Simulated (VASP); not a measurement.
# Al (Fm-3m) in VASP: notebook

The runs below take Al through single point, with PBEsol+D4, PBE.

Program: VASP 6.6.1. These are calculated values, not measurements. Logs are shortened: lines on timing, memory, paths and dates and some standing lists are left out, and cuts for length are marked.

## Step 1: The cell of the first run

Symmetry: Fm-3m, No. 225, cubic system. The conventional cell has a = 3.995 Å, b = 3.995 Å, c = 3.995 Å, α = 90.00°, β = 90.00°, γ = 90.00°. Al (site symmetry m-3m) has 12 Al at 2.82 Å within 3.7 Å.

## Step 2: Single point, PBEsol+D4

Input file INCAR:

```
SYSTEM = Al
ALGO = Normal
EDIFF = 1E-6
ENCUT = 520
GGA = PS
ISIF = 2
ISMEAR = -1
IVDW = 13
LASPH = .TRUE.
LCHARG = .FALSE.
LREAL = .FALSE.
LWAVE = .FALSE.
NBANDS = 8
NELM = 80
PREC = Accurate
SIGMA = 0.05
```

Input file KPOINTS:

```
k-points
0
G
  11 11 11
  0 0 0
```

Input file POSCAR:

```
Al
1.0
    0.0000000000      1.9974394157      1.9974394157
    1.9974394157      0.0000000000      1.9974394157
    1.9974394157      1.9974394157      0.0000000000
Al
1
Direct
    0.0000000000      0.0000000000      0.0000000000
```

Potentials or basis: VASP PAW PBE potentials, release 64 (Al).

Started as:

```sh
> cat potpaw_PBE.64/Al/POTCAR > POTCAR
> mpirun -np 1 vasp_std > vasp.out
```

OUTCAR:

```text
SYSTEM = Al
   EDIFF = 1E-6
   ENCUT = 520
   GGA = PS
   ISIF = 2
   ISMEAR = -1
   IVDW = 13
   LASPH = .TRUE.
   LREAL = .FALSE.
   NELM = 80
   PREC = Accurate

 ion  position               nearest neighbor table
   1  0.000  0.000  0.000-

  LATTYP: Found a face centered cubic cell.
 ALAT       =     3.9948788314

  Lattice vectors:

 A1 = (   0.0000000000,   1.9974394157,   1.9974394157)
 A2 = (   1.9974394157,   0.0000000000,   1.9974394157)
 A3 = (   1.9974394157,   1.9974394157,   0.0000000000)

Analysis of symmetry for initial positions (statically):
=====================================================================
 Subroutine PRICEL returns:
 Original cell was already a primitive cell.

 Routine SETGRP: Setting up the symmetry group for a
 face centered cubic supercell.

 Subroutine GETGRP returns: Found 48 space group operations
[... 9 lines left out ...]

 Routine SETGRP: Setting up the symmetry group for a
 face centered cubic supercell.

 Subroutine GETGRP returns: Found 48 space group operations
 (whereof 48 operations were pure point group operations)
 out of a pool of 48 trial point group operations.

The dynamic configuration has the point symmetry O_h .

 Subroutine INISYM returns: Found 48 space group operations
 (whereof 48 operations are pure point group operations),
 and found     1 'primitive' translations

----------------------------------------------------------------------------------------

                                     Primitive cell

  volume of cell :      15.9386

  direct lattice vectors                    reciprocal lattice vectors
     0.000000000  1.997439416  1.997439416    -0.250320483  0.250320483  0.250320483
     1.997439416  0.000000000  1.997439416     0.250320483 -0.250320483  0.250320483
     1.997439416  1.997439416  0.000000000     0.250320483  0.250320483 -0.250320483

  length of vectors
     2.824805912  2.824805912  2.824805912     0.433567795  0.433567795  0.433567795

  position of ions in fractional coordinates (direct lattice)
     0.000000000  0.000000000  0.000000000

  ion indices of the primitive-cell ions
   primitive index   ion index
                 1           1

----------------------------------------------------------------------------------------

 KPOINTS: k-points

Automatic generation of k-mesh.
 Grid dimensions read from file:
 generate k-points for:   11   11   11

 Generating k-lattice:

  Cartesian coordinates                     Fractional coordinates (reciprocal lattice)
    -0.022756408  0.022756408  0.022756408     0.090909091  0.000000000  0.000000000
     0.022756408 -0.022756408  0.022756408     0.000000000  0.090909091  0.000000000
     0.022756408  0.022756408 -0.022756408     0.000000000  0.000000000  0.090909091

  Length of vectors
     0.039415254  0.039415254  0.039415254

  Shift w.r.t. Gamma in fractional coordinates (k-lattice)
     0.000000000  0.000000000  0.000000000

 Subroutine IBZKPT returns following result:
 ===========================================

 Found     56 irreducible k-points:

 Following reciprocal coordinates:
            Coordinates               Weight
  0.000000  0.000000  0.000000      1.000000
  0.090909  0.000000  0.000000      8.000000
  0.181818  0.000000  0.000000      8.000000
  0.272727  0.000000  0.000000      8.000000
  0.363636  0.000000  0.000000      8.000000
  0.454545  0.000000  0.000000      8.000000
[... 16 lines left out ...]
 -0.272727  0.181818  0.000000     24.000000
 -0.181818  0.181818  0.000000     12.000000
 [... further k-points ...]
   k-points           NKPTS =     56   k-points in BZ     NKDIM =     56   number of bands    NBANDS=      8
   number of dos      NEDOS =    301   number of ions     NIONS =      1
   total plane-waves  NPLWV =  13824
   dimension x,y,z NGX =    24 NGY =   24 NGZ =   24
   dimension x,y,z NGXF=    48 NGYF=   48 NGZF=   48
   ions per type =               1
   NGX,Y,Z   is equivalent  to a cutoff of  14.12, 14.12, 14.12 a.u.
   NGXF,Y,Z  is equivalent  to a cutoff of  28.25, 28.25, 28.25 a.u.
 SYSTEM =  Al
   PREC   = accura    normal or accurate (medium, high low for compatibility)
   ISTART =      0    job   : 0-new  1-cont  2-samecut
   ICHARG =      2    charge: 1-file 2-atom 10-const
   ISPIN  =      1    spin polarized calculation?
   LNONCOLLINEAR =      F non collinear calculations
   LSORBIT =      F    spin-orbit coupling
   LASPH  =      T    aspherical Exc in radial PAW
   ENCUT  =  520.0 eV  38.22 Ry    6.18 a.u.   5.25  5.25  5.25*2*pi/ulx,y,z
   NELM   =     80;   NELMIN=  2; NELMDL= -5     # of ELM steps
   EDIFF  = 0.1E-05   stopping-criterion for ELM
   LREAL  =      F    real-space projection
   EDIFFG = 0.1E-04   stopping-criterion for IOM
   NSW    =      0    number of steps for IOM
   IBRION =     -1    ionic relax: 0-MD 1-quasi-New 2-CG
   NFREE  =      0    steps in history (QN), initial steepest desc. (CG)
   ISIF   =      2    stress and relaxation
   ISYM   =      2    0-nonsym 1-usesym 2-fastsym
   POTIM  = 0.5000    time-step for ionic-motion
   TEBEG  =    0.0;   TEEND  =   0.0 temperature during run
   PSTRESS=    0.0 pullay stress
   NELECT =       3.0000    total number of electrons
   NUPDOWN=      -1.0000    fix difference up-down
   EMIN   =  10.00;   EMAX   =-10.00  energy-range for DOS
   EFERMI =   0.00;   METHOD = LEGACY
   ISMEAR =    -1;   SIGMA  =   0.05  broadening in eV -4-tet -1-fermi 0-gaus
   EFERMI_NEDOS =   21; number of points for ismear=-14 and -15
   IALGO  =     38    algorithm
   IMIX   =      4    mixing-type and parameters
     AMIX     =   0.40;   BMIX     =  1.00
     AMIX_MAG =   1.60;   BMIX_MAG =  1.00
  volume/ion in A,a.u.               =      15.94       107.56
  Fermi-wavevector in a.u.,A,eV,Ry     =   0.938206  1.772953 11.976268  0.880231
  Thomas-Fermi vector in A             =   2.065395
   LORBIT       =      0    0 simple, 1 ext, 2 COOP (PROOUT), +10 PAW based schemes
   GGA     = PS    functional components
   LHFCALC =     F    Hartree Fock is set to
   AEXX    =    0.0000 exact exchange contribution
   IVDW    =    13    specifies the selected vdW correction
   LEPSILON=     F    determine dielectric tensor
   LRPA    =     F    only Hartree local field effects (RPA)
 non-spin polarized calculation
  energy-cutoff  :      520.00
  volume of cell :       15.94
 maximum number of plane-waves:       444
 NGX is ok and might be reduce to    24
   NGX = 11   NGY = 11   NGZ = 11

 number of electron       3.0000000 magnetization

 Free energy of the ion-electron system (eV)
  ---------------------------------------------------
  ext. energy  EPLUGINS =         0.00000000
  ---------------------------------------------------
  free energy    TOTEN  =        -4.10056858 eV

  energy without entropy =       -4.09666083  energy(sigma->0) =       -4.09861470

 E-fermi :   8.3145     XC(G=0): -10.3837

 val. band max:        8.2840681590   @ k =  -0.4545   0.3636   0.0000
 cond. band min:       8.3453862692   @ k =   0.4545   0.1818   0.0909
 fundamental gap:      0.0613181103
 Fermi energy:         8.3144854982

 k-point     1 :       0.0000    0.0000    0.0000
  band No.  band energies     occupation
      1      -3.0562      2.00000
      2      21.1021      0.00000
      3      21.1021      0.00000
      4      21.1021      0.00000
      5      22.8598      0.00000
      6      22.8598      0.00000
      7      22.8598      0.00000
      8      25.0522      0.00000

 k-point     2 :       0.0909    0.0000    0.0000
  band No.  band energies     occupation
      1      -2.8265      2.00000
      2      18.1882      0.00000
      3      20.5104      0.00000
      4      20.5104      0.00000
      5      23.4501      0.00000
      6      23.8057      0.00000
      7      23.8057      0.00000
      8      26.9197      0.00000

 k-point     3 :       0.1818    0.0000    0.0000
  band No.  band energies     occupation
      1      -2.1397      2.00000
      2      14.4705      0.00000
      3      19.7925      0.00000
      4      19.7925      0.00000
      5      23.1847      0.00000
      6      24.5979      0.00000
      7      24.5979      0.00000
      8      26.0404      0.00000

 k-point     4 :       0.2727    0.0000    0.0000
  band No.  band energies     occupation
      1      -1.0027      2.00000
      2      10.9724      0.00000
      3      19.3860      0.00000
      4      19.3860      0.00000
      5      22.9536      0.00000
      6      22.9673      0.00000
      7      22.9673      0.00000
      8      27.0681      0.00000

 k-point     5 :       0.3636    0.0000    0.0000
  band No.  band energies     occupation
      1       0.5733      2.00000
      2       7.8017      1.99993
      3      19.3437      0.00000
      4      19.3437      0.00000
      5      21.5076      0.00000
      6      21.5076      0.00000
      7      23.0147      0.00000
      8      25.5564      0.00000
[... 177 lines left out ...]
 k-point    22 :      -0.3636    0.1818    0.0000
  band No.  band energies     occupation
      1       2.6443      2.00000
      2       6.6342      2.00000
      3      13.1075      0.00000
      4      17.5879      0.00000
      5      19.5231      0.00000
      6      24.0822      0.00000
      7      26.8201      0.00000
      8      29.7624      0.00000

 k-point    23 :      -0.2727    0.1818    0.0000
  band No.  band energies     occupation
      1       0.7967      2.00000
      2       9.4742      0.00000
      3      12.9772      0.00000
      4      18.8300      0.00000
      5      20.8502      0.00000
      6      23.8315      0.00000
      7      26.3616      0.00000
      8      26.8656      0.00000

 k-point    24 :      -0.1818    0.1818    0.0000
  band No.  band energies     occupation
      1      -0.6258      2.00000
      2      12.1853      0.00000
      3      13.7440      0.00000
      4      20.4517      0.00000
      5      22.5052      0.00000
      6      23.4755      0.00000
      7      24.7746      0.00000
      8      25.7254      0.00000

 [... further k-points ...]

------------------------ aborting loop because EDIFF is reached ----------------------------------------

  DFT-D4 for vdW energy calculation

  Edisp (eV):   -0.20673

  FORCE on cell =-STRESS in cart. coord.  units (eV):
  Direction    XX          YY          ZZ          XY          YZ          ZX
  --------------------------------------------------------------------------------------
  -------------------------------------------------------------------------------------
  Total      -0.04719    -0.04719    -0.04719    -0.00000     0.00000     0.00000
  in kB      -4.74379    -4.74379    -4.74379    -0.00000     0.00000     0.00000
  external pressure =       -4.74 kB  Pullay stress =        0.00 kB

 VOLUME and BASIS-vectors are now :
 -----------------------------------------------------------------------------
  energy-cutoff  :      520.00
  volume of cell :       15.94
      direct lattice vectors                 reciprocal lattice vectors
     0.000000000  1.997439416  1.997439416    -0.250320483  0.250320483  0.250320483
     1.997439416  0.000000000  1.997439416     0.250320483 -0.250320483  0.250320483
     1.997439416  1.997439416  0.000000000     0.250320483  0.250320483 -0.250320483

 POSITION                                       TOTAL-FORCE (eV/Angst)
 -----------------------------------------------------------------------------------
      0.00000      0.00000      0.00000        -0.000000     -0.000000     -0.000000
 -----------------------------------------------------------------------------------
    total drift:                               -0.000000      0.000000      0.000000

  FREE ENERGIE OF THE ION-ELECTRON SYSTEM (eV)
  ---------------------------------------------------
  free  energy   TOTEN  =        -4.3072965183 eV

  energy  without entropy=       -4.3033887647  energy(sigma->0) =       -4.30534264
```

It took 3.5 s on 1 thread of Intel Xeon 6975P-C, shared host; peak memory 0.13 GiB.

What came out:

```
Free energy                : -4.3073 eV
Pressure                   : -0.5 GPa
Dispersion energy per atom : -0.207 eV
```

Caveat: the PAW data sets were made with another functional, which shifts forces and pressure a little; pairwise dispersion overbinds metals, which lowers pressure and volume.

## Step 3: Single point, PBEsol+D4

This run uses another cell than the first one, of 16.27 Å³/atom, 1.021 times its volume.

Input file INCAR:

```
ALGO = Normal
EDIFF = 1E-6
ENCUT = 520
GGA = PS
ISIF = 2
ISMEAR = -1
IVDW = 13
LASPH = True
LCHARG = False
LREAL = False
LWAVE = False
NBANDS = 8
NELM = 80
PREC = Accurate
SIGMA = 0.05
```

Input file KPOINTS:

```
k-points
0
Gamma
  11 11 11
```

Input file POSCAR:

```
Al
1.0
    0.0000000000      2.0112152952      2.0112152952
    2.0112152952      0.0000000000      2.0112152952
    2.0112152952      2.0112152952      0.0000000000
Al
1
Direct
    0.0000000000      0.0000000000      0.0000000000
```

Potentials or basis: VASP PAW PBE potentials, release 64 (Al).

Started as:

```sh
> cat potpaw_PBE.64/Al/POTCAR > POTCAR
> mpirun -np 1 vasp_std > vasp.out
```

Wall time 3.1 s (1 thread of Intel Xeon 6975P-C, shared host); peak memory 0.13 GiB.

Results (log left out):

```
Free energy                : -4.3045 eV
Pressure                   : -2.2 GPa
Dispersion energy per atom : -0.203 eV
```

Levels at points of the mesh, in eV from the Fermi level:
| k point | band 1 | band 2 | band 3 | band 4 |
| --- | --- | --- | --- | --- |
| (0.00, 0.00, 0.00) | -11.23 | 12.67 | 12.67 | 12.67 |

Caveat: the PAW data sets were made with another functional, which shifts forces and pressure a little; pairwise dispersion overbinds metals, which lowers pressure and volume.

## Step 4: Single point, PBE

This run uses another cell than the first one, of 16.60 Å³/atom, 1.042 times its volume.

Input file INCAR:

```
SYSTEM = Al
  PREC = Accurate
  ENCUT = 520
  EDIFF = 1E-7
  ISMEAR = 0
  SIGMA = 0.024
  LREAL = .FALSE.
  LASPH = .TRUE.
  NELM = 80
  ALGO = Fast
  ISIF = 2
  LWAVE = .FALSE.
  LCHARG = .FALSE.
  GGA = PE
  NBANDS = 8
```

Input file KPOINTS:

```
Automatic mesh
0
G
  11 11 11
  0 0 0
```

Input file POSCAR:

```
Al
1.0
    0.0000000000      2.0248050000      2.0248050000
    2.0248050000      0.0000000000      2.0248050000
    2.0248050000      2.0248050000      0.0000000000
Al
1
Direct
    0.0000000000      0.0000000000      0.0000000000
```

Started as:

```sh
> cat potpaw_PBE.64/Al/POTCAR > POTCAR
> mpirun -np 1 vasp_std > vasp.out
```

It took 7.5 s on 1 thread of AMD EPYC 7R13 (Zen 3), shared host; peak memory 0.1 GiB.

The run converged. Its results:

```
Free energy : -3.7528 eV
Pressure    : -0.5 GPa
```

Levels at points of the mesh, in eV from the Fermi level:
```tsv
k point	band 1	band 2	band 3	band 4	band 5
(0.00, 0.00, 0.00)	-11.11	12.56	12.56	12.56	14.01
```

## Step 5: Summary

```csv
level,cell,smearing,gap on the mesh (eV),pressure (GPa)
PBEsol+D4,"a = 2.825 Å, angles 60.0°, 1 atom",fermi-dirac 0.05 eV,none,-0.5
PBEsol+D4,"a = 2.844 Å, angles 60.0°, 1 atom",fermi-dirac 0.05 eV,none,-2.2
PBE,"a = 2.864 Å, angles 60.0°, 1 atom",gaussian 0.024 eV,none,-0.5
```

Alike in all rows: task single point; potentials or basis VASP PAW PBE potentials, release 64 (Al); no spin polarisation; k mesh 11 × 11 × 11; cutoff (eV) 520.

Caveats: the PAW data sets were made with another functional, which shifts forces and pressure a little (some runs); pairwise dispersion overbinds metals, which lowers pressure and volume (some runs).

Absolute energies hang on the potentials; compare differences alone.
